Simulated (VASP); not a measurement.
# HC16 (a cell with a defect) in VASP: further runs

The runs below take HC16 (a cell with a defect) through single point, with PBEsol.

Program: VASP 6.6.1. These are calculated values, not measurements. Logs are shortened: lines on timing, memory, paths and dates and some standing lists are left out, and cuts for length are marked.

### 1 The cell of the first run

The cell holds a defect, 17 atoms: a = 5.049 Å, b = 5.049 Å, c = 5.049 Å, α = 60.00°, β = 60.00°, γ = 60.00°.

### 2 Single point, PBEsol

INCAR

```
PREC = Accurate ; ENCUT = 520
EDIFF = 1E-6 ; ISMEAR = 0
SIGMA = 0.02 ; LREAL = Auto
LASPH = True ; NELM = 100
ALGO = Normal ; ISIF = 2
LWAVE = False ; LCHARG = False
GGA = PS ; NELECT = 64.0
NBANDS = 46
```

KPOINTS

```
regular mesh
0
Gamma
  3 3 3
```

POSCAR

```
HC16
1.0
    0.0000000000      3.5700000000      3.5700000000
    3.5700000000      0.0000000000      3.5700000000
    3.5700000000      3.5700000000      0.0000000000
C H
16 1
Direct
   -0.0100166701      0.0266647520     -0.0102775592
    0.1207685652      0.1180826098      0.1319315802
   -0.0068961584     -0.0032626348      0.5051197585
    0.1210937483      0.1263783551      0.6229109059
   -0.0037889301      0.4878280578      0.0006410287
    0.1310860038      0.5978137588      0.1365157775
   -0.0050412455      0.4983520333      0.5032369028
    0.1217936076      0.6221293260      0.6264580555
    0.4931642832      0.0008107106     -0.0005846356
    0.6094163137      0.1365535902      0.1255781719
    0.4949596005      0.0024836191      0.4997012896
    0.6191472822      0.1254009860      0.6258038437
    0.4954927710      0.5064017840     -0.0056441583
    0.6180116726      0.6238193863      0.1268234677
    0.4950035561      0.4992966727      0.5004141615
    0.6195719957      0.6278119782      0.6212361096
    0.9004921041      0.8119780151      0.0620468999
```

Potentials or basis: VASP PAW PBE potentials, release 64 (C, H).

Started as:

```sh
$ cat potpaw_PBE.64/C/POTCAR potpaw_PBE.64/H/POTCAR > POTCAR
$ mpirun -np 1 vasp_std > vasp.out
```

OUTCAR:

```text
PREC = Accurate
   ENCUT = 520
   EDIFF = 1E-6
   ISMEAR = 0
   LREAL = Auto
   LASPH = True
   NELM = 100
   ISIF = 2
   GGA = PS
   NELECT = 64.0

 ion  position               nearest neighbor table
   1  0.990  0.027  0.990-  17 1.20   2 1.51   4 1.52  10 1.57   6 1.77
   2  0.121  0.118  0.132-   1 1.51   5 1.52   9 1.54   3 1.54
   3  0.993  0.997  0.505-   2 1.54  12 1.54   8 1.54   4 1.55
   4  0.121  0.126  0.623-   1 1.52   7 1.53  11 1.54   3 1.55
   5  0.996  0.488  0.001-   2 1.52   8 1.54  14 1.56   6 1.57
   6  0.131  0.598  0.137-  17 1.20  13 1.51   7 1.52   5 1.57   1 1.77
   7  0.995  0.498  0.503-   6 1.52   4 1.53   8 1.54  16 1.55
   8  0.122  0.622  0.626-  15 1.54   7 1.54   5 1.54   3 1.54
   9  0.493  0.001  0.999-   2 1.54  12 1.54  14 1.55  10 1.56
  10  0.609  0.137  0.126-  13 1.53  11 1.54   9 1.56   1 1.57
  11  0.495  0.002  0.500-  12 1.54   4 1.54  10 1.54  16 1.54
  12  0.619  0.125  0.626-  11 1.54   9 1.54  15 1.54   3 1.54
  13  0.495  0.506  0.994-   6 1.51  10 1.53  14 1.54  16 1.54
  14  0.618  0.624  0.127-  13 1.54  15 1.54   9 1.55   5 1.56
  15  0.495  0.499  0.500-   8 1.54  14 1.54  12 1.54  16 1.54
  16  0.620  0.628  0.621-  13 1.54  15 1.54  11 1.54   7 1.55
  17  0.900  0.812  0.062-   6 1.20   1 1.20

  LATTYP: Found a face centered cubic cell.
 ALAT       =     7.1400000000

  Lattice vectors:

 A1 = (   0.0000000000,   3.5700000000,   3.5700000000)
 A2 = (   3.5700000000,   0.0000000000,   3.5700000000)
 A3 = (   3.5700000000,   3.5700000000,   0.0000000000)

Analysis of symmetry for initial positions (statically):
=====================================================================
 Subroutine PRICEL returns:
 Original cell was already a primitive cell.

 Routine SETGRP: Setting up the symmetry group for a
 face centered cubic supercell.

 Subroutine GETGRP returns: Found  1 space group operations
 (whereof  1 operations were pure point group operations)
 out of a pool of 48 trial point group operations.

The static configuration has the point symmetry C_1 .

Analysis of symmetry for dynamics (positions and initial velocities):
=====================================================================
 Subroutine PRICEL returns:
 Original cell was already a primitive cell.

[... 122 lines left out ...]
   LSORBIT =      F    spin-orbit coupling
   LASPH  =      T    aspherical Exc in radial PAW
   ENCUT  =  520.0 eV  38.22 Ry    6.18 a.u.   9.39  9.39  9.39*2*pi/ulx,y,z
   NELM   =    100;   NELMIN=  2; NELMDL= -5     # of ELM steps
   EDIFF  = 0.1E-05   stopping-criterion for ELM
   LREAL  =      T    real-space projection
   EDIFFG = 0.1E-04   stopping-criterion for IOM
   NSW    =      0    number of steps for IOM
[... 5 lines left out ...]
   TEBEG  =    0.0;   TEEND  =   0.0 temperature during run
   PSTRESS=    0.0 pullay stress
   NELECT =      64.0000    total number of electrons
   NUPDOWN=      -1.0000    fix difference up-down
   EMIN   =  10.00;   EMAX   =-10.00  energy-range for DOS
   EFERMI =   0.00;   METHOD = LEGACY
   ISMEAR =     0;   SIGMA  =   0.02  broadening in eV -4-tet -1-fermi 0-gaus
   EFERMI_NEDOS =   21; number of points for ismear=-14 and -15
   IALGO  =     38    algorithm
   IMIX   =      4    mixing-type and parameters
     AMIX     =   0.40;   BMIX     =  1.00
     AMIX_MAG =   1.60;   BMIX_MAG =  1.00
  volume/ion in A,a.u.               =       5.35        36.12
  Fermi-wavevector in a.u.,A,eV,Ry     =   1.455872  2.751200 28.838420  2.119564
  Thomas-Fermi vector in A             =   2.572856
   LORBIT       =      0    0 simple, 1 ext, 2 COOP (PROOUT), +10 PAW based schemes
   GGA     = PS    functional components
   LHFCALC =     F    Hartree Fock is set to
   AEXX    =    0.0000 exact exchange contribution
   IVDW    =     0    specifies the selected vdW correction
   LEPSILON=     F    determine dielectric tensor
   LRPA    =     F    only Hartree local field effects (RPA)
 non-spin polarized calculation
 Gauss-broadening in eV      SIGMA  =   0.02
  energy-cutoff  :      520.00
  volume of cell :       91.00
 maximum number of plane-waves:      2453
 NGX is ok and might be reduce to    40
   NGX = 19   NGY = 19   NGZ = 19

 number of electron      64.0000001 magnetization

 Free energy of the ion-electron system (eV)
  ---------------------------------------------------
  ext. energy  EPLUGINS =         0.00000000
  ---------------------------------------------------
  free energy    TOTEN  =      -163.82916345 eV

  energy without entropy =     -163.82916345  energy(sigma->0) =     -163.82916345

 E-fermi :  10.0322     XC(G=0): -13.4266

 val. band max:        9.8763682880   @ k =   0.0000   0.0000   0.0000
 cond. band min:      12.6399659737   @ k =   0.0000   0.0000   0.0000
 fundamental gap:      2.7635976857
 Fermi energy:        10.0322440300

 k-point     1 :       0.0000    0.0000    0.0000
  band No.  band energies     occupation
      1     -12.0469      2.00000
      2      -6.9392      2.00000
      3      -6.0089      2.00000
      4      -5.9365      2.00000
      5      -5.8850      2.00000
      6      -4.8607      2.00000
[... 647 lines left out ...]
     43      19.1701      0.00000
     44      19.3351      0.00000
 [bands above 44 left out]

------------------------ aborting loop because EDIFF is reached ----------------------------------------

  FORCE on cell =-STRESS in cart. coord.  units (eV):
  Direction    XX          YY          ZZ          XY          YZ          ZX
  --------------------------------------------------------------------------------------
  -------------------------------------------------------------------------------------
  Total       -9.5253646     -9.7505829     -9.7541035     -2.2075989     -1.6051142      2.2210015
  in kB     -167.7094546   -171.6747876   -171.7367727    -38.8683500    -28.2606323     39.1043253
  external PRESSURE =    -170.3736716 kB  Pullay stress =       0.0000000 kB

 VOLUME and BASIS-vectors are now :
 -----------------------------------------------------------------------------
  energy-cutoff  :      520.00
  volume of cell :       91.00
      direct lattice vectors                 reciprocal lattice vectors
     0.000000000  3.570000000  3.570000000    -0.140056022  0.140056022  0.140056022
     3.570000000  0.000000000  3.570000000     0.140056022 -0.140056022  0.140056022
     3.570000000  3.570000000  0.000000000     0.140056022  0.140056022 -0.140056022

 POSITION                                       TOTAL-FORCE (eV/Angst)
 -----------------------------------------------------------------------------------
      3.62850      7.06755      3.62943        -0.003007      0.030689      0.003145
      0.89255      0.90214      0.85270        -0.002686      0.001088      0.005591
      5.36163      5.34866      7.10373         0.002938     -0.010065      0.011296
      2.67496      2.65610      0.88348        -0.001666      0.009314      0.004025
      1.74383      3.55876      5.29802         0.009137     -0.008623      0.001903
      2.62156      0.95534      2.60217         0.012944      0.012902      0.038985
[... 9 lines left out ...]
      4.45910      4.42968      4.45316        -0.003375     -0.006288      0.007175
      3.12027      3.43626      6.11352         0.005455     -0.053837     -0.049494
 -----------------------------------------------------------------------------------
    total drift:                               -0.003406      0.042679      0.038470

  FREE ENERGIE OF THE ION-ELECTRON SYSTEM (eV)
  ---------------------------------------------------
  free  energy   TOTEN  =      -163.8291634518 eV

  energy  without entropy=     -163.8291634518  energy(sigma->0) =     -163.82916345
```

OSZICAR:

```text
N       E                     dE             d eps       ncg     rms          rms(c)
DAV:   1     0.157413321903E+03    0.15741E+03   -0.33955E+04  1288   0.136E+03
DAV:   2    -0.155317746332E+03   -0.31273E+03   -0.29484E+03  1628   0.261E+02
DAV:   3    -0.168406535576E+03   -0.13089E+02   -0.12976E+02  1664   0.501E+01
DAV:   4    -0.168590420567E+03   -0.18388E+00   -0.18335E+00  1720   0.617E+00
DAV:   5    -0.168594159871E+03   -0.37393E-02   -0.37370E-02  1612   0.808E-01    0.158E+01
DAV:   6    -0.165130110320E+03    0.34640E+01   -0.23198E+00  1552   0.694E+00    0.931E+00
DAV:   7    -0.163828857551E+03    0.13013E+01   -0.31407E+00  1540   0.779E+00    0.199E+00
DAV:   8    -0.163828146483E+03    0.71107E-03   -0.13070E-01  1658   0.189E+00    0.599E-01
DAV:   9    -0.163829273915E+03   -0.11274E-02   -0.12036E-02  1634   0.521E-01    0.102E-01
DAV:  10    -0.163829134476E+03    0.13944E-03   -0.64479E-04  1626   0.143E-01    0.512E-02
DAV:  11    -0.163829156546E+03   -0.22069E-04   -0.23012E-04  1688   0.808E-02    0.181E-02
DAV:  12    -0.163829161721E+03   -0.51748E-05   -0.25886E-05  1600   0.240E-02    0.922E-03
DAV:  13    -0.163829163631E+03   -0.19101E-05   -0.34061E-06  1448   0.100E-02    0.366E-03
DAV:  14    -0.163829163452E+03    0.17888E-06   -0.10030E-06   920   0.480E-03
   1 F= -.16382916E+03 E0= -.16382916E+03  d E =-.174057E-29
```

stdout:

```text
POSCAR found type information on POSCAR C H
 POSCAR found :  2 types and      17 ions
 scaLAPACK will be used
 -----------------------------------------------------------------------------
|                                                                             |
|                                                                             |
|     You enforced a specific xc type in the INCAR file but a different       |
|     I HOPE YOU KNOW WHAT YOU ARE DOING!                                     |
|                                                                             |
 -----------------------------------------------------------------------------

 LDA part: xc-table for (Slater+PW92), standard interpolation
 POSCAR, INCAR and KPOINTS ok, starting setup
 FFT: planning ... GRIDC
 FFT: planning ... GRID_SOFT
 FFT: planning ... GRID
 WAVECAR not read
 entering main loop
 the old and the new charge density differ
 old charge density:    65.00000 new   64.00000
    0.158E+01
```

Wall time 79 s (1 thread of Intel Xeon 6975P-C (Granite Rapids), shared host); peak memory 0.24 GiB.

Results:

| Quantity | Value |
| --- | --- |
| Free energy | -163.8292 eV |
| Largest force | 0.073 eV/Å |

Forces on the atoms (eV/Å):
```
C   -0.003  0.031  0.003
C   -0.003  0.001  0.006
C    0.003 -0.010  0.011
C   -0.002  0.009  0.004
C    0.009 -0.009  0.002
C    0.013  0.013  0.039
C   -0.006  0.004 -0.001
C    0.002  0.006 -0.005
C   -0.001  0.002  0.002
C   -0.005  0.001  0.002
C    0.003  0.002  0.000
C    0.000  0.005  0.005
C    0.000  0.006 -0.013
C   -0.005 -0.001 -0.006
C   -0.008  0.001 -0.007
C   -0.003 -0.006  0.007
H    0.005 -0.054 -0.049
```

Levels at points of the mesh, in eV from the Fermi level:
| k point | band 28 | band 29 | band 30 | band 31 | band 32 | band 33 | band 34 | band 35 | band 36 | band 37 |
| --- | --- | --- | --- | --- | --- | --- | --- | --- | --- | --- |
| (0.00, 0.00, 0.00) | -2.92 | -2.78 | -0.44 | -0.29 | -0.16 | 2.61 | 2.87 | 4.00 | 4.17 | 4.49 |

Caveat: the k points lie up to 0.51 Å⁻¹ apart; the cell carries a net charge on a neutralising background, which shifts energy and pressure; the cell is charged against a uniform background, so pressure and absolute levels hang on convention; the PAW data sets were made with another functional, which shifts forces and pressure a little.

[end of part 1 of 2]
